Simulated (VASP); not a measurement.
# SiC (F-43m) in VASP: a series of runs

Runs on SiC. Level: LDA. Tasks: single point.

Program: VASP 6.6.1. These are calculated values, not measurements. Logs are shortened: lines on timing, memory, paths and dates and some standing lists are left out, and cuts for length are marked.

## Step 1: The cell of the first run

Symmetry: F-43m, No. 216, cubic system. The conventional cell has a = 4.354 Å, b = 4.354 Å, c = 4.354 Å, α = 90.00°, β = 90.00°, γ = 90.00°. Within 2.5 Å of Si (site symmetry -43m) lie 4 C at 1.89 Å. C (site symmetry -43m) has 4 Si at 1.89 Å within 2.5 Å.

## Step 2: Single point, LDA

INCAR

```
SYSTEM = SiC
PREC = Accurate ; ENCUT = 600
EDIFF = 1E-6 ; ISMEAR = 0
SIGMA = 0.1 ; LREAL = .FALSE.
LASPH = .TRUE. ; NELM = 120
ALGO = Normal ; ISIF = 2
LWAVE = .FALSE. ; LCHARG = .TRUE.
LELF = .TRUE. ; LVHAR = .TRUE.
NBANDS = 11 ; GGA_COMPAT = .FALSE.
```

KPOINTS

```
Automatic mesh
0
G
  8 8 8
  0 0 0
```

POSCAR

```
SiC
1.0
    0.0000000000      2.1769966200      2.1769966200
    2.1769966200      0.0000000000      2.1769966200
    2.1769966200      2.1769966200      0.0000000000
Si C
1 1
Direct
    0.0000000000      0.0000000000      0.0000000000
    0.2500000000      0.2500000000      0.2500000000
```

Potentials or basis: VASP PAW LDA potentials, release 64 (Si, C).

On the command line:

```sh
$ cat potpaw_LDA.64/Si/POTCAR potpaw_LDA.64/C/POTCAR > POTCAR
$ mpirun -np 1 vasp_std > vasp.out
```

OUTCAR:

```text
SYSTEM = SiC
   PREC = Accurate
   ENCUT = 600
   EDIFF = 1E-6
   ISMEAR = 0
   LREAL = .FALSE.
   LASPH = .TRUE.
   NELM = 120
   ISIF = 2

 ion  position               nearest neighbor table
   1  0.000  0.000  0.000-   2 1.89   2 1.89   2 1.89   2 1.89
   2  0.250  0.250  0.250-   1 1.89   1 1.89   1 1.89   1 1.89

  LATTYP: Found a face centered cubic cell.
 ALAT       =     4.3539932400

  Lattice vectors:

 A1 = (   0.0000000000,   2.1769966200,   2.1769966200)
 A2 = (   2.1769966200,   0.0000000000,   2.1769966200)
 A3 = (   2.1769966200,   2.1769966200,   0.0000000000)

Analysis of symmetry for initial positions (statically):
=====================================================================
 Subroutine PRICEL returns:
 Original cell was already a primitive cell.

 Routine SETGRP: Setting up the symmetry group for a
 face centered cubic supercell.

 Subroutine GETGRP returns: Found 24 space group operations
 (whereof 24 operations were pure point group operations)
 out of a pool of 48 trial point group operations.

The static configuration has the point symmetry T_d .

Analysis of symmetry for dynamics (positions and initial velocities):
=====================================================================
 Subroutine PRICEL returns:
 Original cell was already a primitive cell.

 Routine SETGRP: Setting up the symmetry group for a
 face centered cubic supercell.

 Subroutine GETGRP returns: Found 24 space group operations
 (whereof 24 operations were pure point group operations)
 out of a pool of 48 trial point group operations.

The dynamic configuration has the point symmetry T_d .

 Subroutine INISYM returns: Found 24 space group operations
 (whereof 24 operations are pure point group operations),
 and found     1 'primitive' translations

----------------------------------------------------------------------------------------

                                     Primitive cell

  volume of cell :      20.6349

  direct lattice vectors                    reciprocal lattice vectors
     0.000000000  2.176996620  2.176996620    -0.229674220  0.229674220  0.229674220
     2.176996620  0.000000000  2.176996620     0.229674220 -0.229674220  0.229674220
     2.176996620  2.176996620  0.000000000     0.229674220  0.229674220 -0.229674220

  length of vectors
     3.078738145  3.078738145  3.078738145     0.397807418  0.397807418  0.397807418

  position of ions in fractional coordinates (direct lattice)
     0.000000000  0.000000000  0.000000000
     0.250000000  0.250000000  0.250000000

  ion indices of the primitive-cell ions
   primitive index   ion index
                 1           1
                 2           2

----------------------------------------------------------------------------------------

 KPOINTS: Automatic mesh

Automatic generation of k-mesh.
 Grid dimensions read from file:
 generate k-points for:    8    8    8

 Generating k-lattice:

  Cartesian coordinates                     Fractional coordinates (reciprocal lattice)
    -0.028709277  0.028709277  0.028709277     0.125000000  0.000000000  0.000000000
     0.028709277 -0.028709277  0.028709277     0.000000000  0.125000000  0.000000000
     0.028709277  0.028709277 -0.028709277     0.000000000  0.000000000  0.125000000

  Length of vectors
     0.049725927  0.049725927  0.049725927

  Shift w.r.t. Gamma in fractional coordinates (k-lattice)
     0.000000000  0.000000000  0.000000000

 Subroutine IBZKPT returns following result:
 ===========================================

 Found     29 irreducible k-points:

 Following reciprocal coordinates:
            Coordinates               Weight
  0.000000  0.000000  0.000000      1.000000
  0.125000  0.000000  0.000000      8.000000
  0.250000  0.000000  0.000000      8.000000
  0.375000  0.000000  0.000000      8.000000
  0.500000  0.000000  0.000000      4.000000
  0.125000  0.125000  0.000000      6.000000
[... 16 lines left out ...]
  0.500000  0.250000  0.125000     48.000000
 -0.375000  0.250000  0.125000     24.000000
 [... further k-points ...]
   k-points           NKPTS =     29   k-points in BZ     NKDIM =     29   number of bands    NBANDS=     11
   number of dos      NEDOS =    301   number of ions     NIONS =      2
   total plane-waves  NPLWV =  21952
   dimension x,y,z NGX =    28 NGY =   28 NGZ =   28
   dimension x,y,z NGXF=    56 NGYF=   56 NGZF=   56
   ions per type =               1   1
   NGX,Y,Z   is equivalent  to a cutoff of  15.12, 15.12, 15.12 a.u.
   NGXF,Y,Z  is equivalent  to a cutoff of  30.24, 30.24, 30.24 a.u.
 SYSTEM =  SiC
   PREC   = accura    normal or accurate (medium, high low for compatibility)
   ISTART =      0    job   : 0-new  1-cont  2-samecut
   ICHARG =      2    charge: 1-file 2-atom 10-const
   ISPIN  =      1    spin polarized calculation?
   LNONCOLLINEAR =      F non collinear calculations
   LSORBIT =      F    spin-orbit coupling
   LASPH  =      T    aspherical Exc in radial PAW
   ENCUT  =  600.0 eV  44.10 Ry    6.64 a.u.   6.15  6.15  6.15*2*pi/ulx,y,z
   NELM   =    120;   NELMIN=  2; NELMDL= -5     # of ELM steps
   EDIFF  = 0.1E-05   stopping-criterion for ELM
   LREAL  =      F    real-space projection
   EDIFFG = 0.1E-04   stopping-criterion for IOM
   NSW    =      0    number of steps for IOM
   IBRION =     -1    ionic relax: 0-MD 1-quasi-New 2-CG
   NFREE  =      0    steps in history (QN), initial steepest desc. (CG)
   ISIF   =      2    stress and relaxation
   ISYM   =      2    0-nonsym 1-usesym 2-fastsym
   POTIM  = 0.5000    time-step for ionic-motion
   TEBEG  =    0.0;   TEEND  =   0.0 temperature during run
   PSTRESS=    0.0 pullay stress
   NELECT =       8.0000    total number of electrons
   NUPDOWN=      -1.0000    fix difference up-down
   EMIN   =  10.00;   EMAX   =-10.00  energy-range for DOS
   EFERMI =   0.00;   METHOD = LEGACY
   ISMEAR =     0;   SIGMA  =   0.10  broadening in eV -4-tet -1-fermi 0-gaus
   EFERMI_NEDOS =   21; number of points for ismear=-14 and -15
   IALGO  =     38    algorithm
   IMIX   =      4    mixing-type and parameters
     AMIX     =   0.40;   BMIX     =  1.00
     AMIX_MAG =   1.60;   BMIX_MAG =  1.00
  volume/ion in A,a.u.               =      10.32        69.63
  Fermi-wavevector in a.u.,A,eV,Ry     =   1.193723  2.255810 19.387972  1.424976
  Thomas-Fermi vector in A             =   2.329731
   LORBIT       =      0    0 simple, 1 ext, 2 COOP (PROOUT), +10 PAW based schemes
   GGA     = CA    functional components
   LHFCALC =     F    Hartree Fock is set to
   AEXX    =    0.0000 exact exchange contribution
   IVDW    =     0    specifies the selected vdW correction
   LEPSILON=     F    determine dielectric tensor
   LRPA    =     F    only Hartree local field effects (RPA)
 non-spin polarized calculation
 Gauss-broadening in eV      SIGMA  =   0.10
  energy-cutoff  :      600.00
  volume of cell :       20.63
 maximum number of plane-waves:       701
 NGX is ok and might be reduce to    28
   NGX = 13   NGY = 13   NGZ = 13

 number of electron       8.0000000 magnetization

 Free energy of the ion-electron system (eV)
  ---------------------------------------------------
  ext. energy  EPLUGINS =         0.00000000
  ---------------------------------------------------
  free energy    TOTEN  =       -16.64020572 eV

  energy without entropy =      -16.64020572  energy(sigma->0) =      -16.64020572

 E-fermi :   8.5093     XC(G=0): -11.5682

 val. band max:        8.0931165192   @ k =   0.0000   0.0000   0.0000
 cond. band min:       9.3950493785   @ k =   0.5000   0.5000   0.0000
 fundamental gap:      1.3019328592
 Fermi energy:         8.5092725923

 k-point     1 :       0.0000    0.0000    0.0000
  band No.  band energies     occupation
      1      -7.2444      2.00000
      2       8.0931      2.00000
      3       8.0931      2.00000
      4       8.0931      2.00000
      5      14.4167      0.00000
      6      15.3037      0.00000
      7      15.3037      0.00000
      8      15.3037      0.00000
      9      22.5687      0.00000
     10      22.5687      0.00000
     11      24.3059      0.00000

 k-point     2 :       0.1250    0.0000    0.0000
  band No.  band energies     occupation
      1      -6.9380      2.00000
      2       6.6222      2.00000
      3       7.8910      2.00000
      4       7.8910      2.00000
      5      14.5739      0.00000
      6      15.6543      0.00000
      7      15.6543      0.00000
      8      15.8750      0.00000
      9      21.3288      0.00000
     10      21.3288      0.00000
     11      23.9648      0.00000

 k-point     3 :       0.2500    0.0000    0.0000
  band No.  band energies     occupation
      1      -6.0405      2.00000
      2       3.8175      2.00000
      3       7.4845      2.00000
      4       7.4845      2.00000
      5      14.0594      0.00000
      6      15.9067      0.00000
      7      15.9067      0.00000
      8      17.3700      0.00000
      9      21.1442      0.00000
     10      21.1442      0.00000
     11      23.0693      0.00000

 k-point     4 :       0.3750    0.0000    0.0000
  band No.  band energies     occupation
      1      -4.6677      2.00000
      2       1.0634      2.00000
      3       7.1570      2.00000
      4       7.1570      2.00000
      5      13.6482      0.00000
      6      15.4850      0.00000
      7      15.4850      0.00000
      8      18.0021      0.00000
      9      23.1055      0.00000
     10      23.1055      0.00000
     11      23.4347      0.00000
[... 239 lines left out ...]
 k-point    22 :       0.3750    0.2500    0.1250
  band No.  band energies     occupation
      1      -5.2597      2.00000
      2       3.6477      2.00000
      3       5.2146      2.00000
      4       6.8156      2.00000
      5      13.3805      0.00000
      6      15.6420      0.00000
      7      16.4880      0.00000
      8      18.0556      0.00000
      9      20.2460      0.00000
     10      23.9690      0.00000
     11      27.4159      0.00000

 k-point    23 :       0.5000    0.2500    0.1250
  band No.  band energies     occupation
      1      -3.9375      2.00000
      2       1.5931      2.00000
      3       4.4844      2.00000
      4       6.1595      2.00000
      5      13.3181      0.00000
      6      15.6172      0.00000
      7      17.1970      0.00000
      8      18.4448      0.00000
      9      21.3486      0.00000
     10      24.4404      0.00000
     11      27.2970      0.00000

 k-point    24 :      -0.3750    0.2500    0.1250
  band No.  band energies     occupation
      1      -2.9557      2.00000
      2       0.2369      2.00000
      3       4.3791      2.00000
      4       5.8190      2.00000
      5      13.2580      0.00000
      6      15.3063      0.00000
      7      18.1431      0.00000
      8      18.9764      0.00000
      9      21.3774      0.00000
     10      24.1966      0.00000
     11      27.2590      0.00000

 [... further k-points ...]
[... 5 lines left out ...]
  --------------------------------------------------------------------------------------
  -------------------------------------------------------------------------------------
  Total       -0.4611423     -0.4611423     -0.4611423     -0.0000000     -0.0000000     -0.0000000
  in kB      -35.8048853    -35.8048853    -35.8048853     -0.0000000     -0.0000000     -0.0000000
  external PRESSURE =     -35.8048853 kB  Pullay stress =       0.0000000 kB

 VOLUME and BASIS-vectors are now :
 -----------------------------------------------------------------------------
  energy-cutoff  :      600.00
  volume of cell :       20.63
      direct lattice vectors                 reciprocal lattice vectors
     0.000000000  2.176996620  2.176996620    -0.229674220  0.229674220  0.229674220
     2.176996620  0.000000000  2.176996620     0.229674220 -0.229674220  0.229674220
     2.176996620  2.176996620  0.000000000     0.229674220  0.229674220 -0.229674220

 POSITION                                       TOTAL-FORCE (eV/Angst)
 -----------------------------------------------------------------------------------
      0.00000      0.00000      0.00000        -0.000000     -0.000000     -0.000000
      1.08850      1.08850      1.08850         0.000000      0.000000      0.000000
 -----------------------------------------------------------------------------------
    total drift:                               -0.000000     -0.000000     -0.000000

  FREE ENERGIE OF THE ION-ELECTRON SYSTEM (eV)
  ---------------------------------------------------
  free  energy   TOTEN  =       -16.6402057185 eV

  energy  without entropy=      -16.6402057185  energy(sigma->0) =      -16.64020572
```

Wall time 9.8 s (1 thread of Intel Xeon Platinum 8488C (Sapphire Rapids), shared host); peak memory 0.13 GiB.

Results:

| Property | Result |
| --- | --- |
| Free energy | -16.6402 eV |
| Pressure | -3.6 GPa |
| Band gap on the k mesh | 1.30 eV (least direct gap 4.50 eV) |

Caveat: the cell stands under tension.

## Step 3: Single point, LDA

This run uses another cell than the first one, of 10.14 Å³/atom.

INCAR

```
SYSTEM = SiC
PREC = Accurate
ENCUT = 600
EDIFF = 1E-6
ISMEAR = 0
SIGMA = 0.02
LREAL = .False.
LASPH = .True.
NELM = 120
ALGO = Normal
ISIF = 2
LWAVE = .False.
LCHARG = .False.
NBANDS = 11
GGA_COMPAT = .False.
```

KPOINTS

```
regular mesh
0
Gamma
  10 10 10
  0 0 0
```

POSCAR

```
SiC
1.0
    0.0000000000      2.1644839164      2.1644839164
    2.1644839164      0.0000000000      2.1644839164
    2.1644839164      2.1644839164      0.0000000000
Si C
1 1
Direct
    0.0000000000      0.0000000000      0.0000000000
    0.2500000000      0.2500000000      0.2500000000
```

Potentials or basis: VASP PAW LDA potentials, release 64 (Si, C).

On the command line:

```sh
$ cat potpaw_LDA.64/Si/POTCAR potpaw_LDA.64/C/POTCAR > POTCAR
$ mpirun -np 1 vasp_std > vasp.out
```

Wall time 7.2 s (1 thread of Intel Xeon Platinum 8488C (Sapphire Rapids), shared host); peak memory 0.12 GiB.

The run converged. Its results:

* Free energy: -16.6446 eV
* Pressure: 0.3 GPa
* Band gap on the k mesh: 1.29 eV (least direct gap 4.52 eV)

Levels at points of the mesh, in eV from the valence-band top:
| k point | band 2 | band 3 | band 4 | band 5 | band 6 | band 7 |
| --- | --- | --- | --- | --- | --- | --- |
| (0.00, 0.00, 0.00) | 0.00 | 0.00 | 0.00 | 6.53 | 7.33 | 7.33 |
| (0.50, 0.00, 0.00) | -8.67 | -1.06 | -1.06 | 5.57 | 7.21 | 7.21 |
| (0.50, 0.50, 0.00) | -7.88 | -3.23 | -3.23 | 1.29 | 4.26 | 14.06 |

A k mesh can miss the band edges.
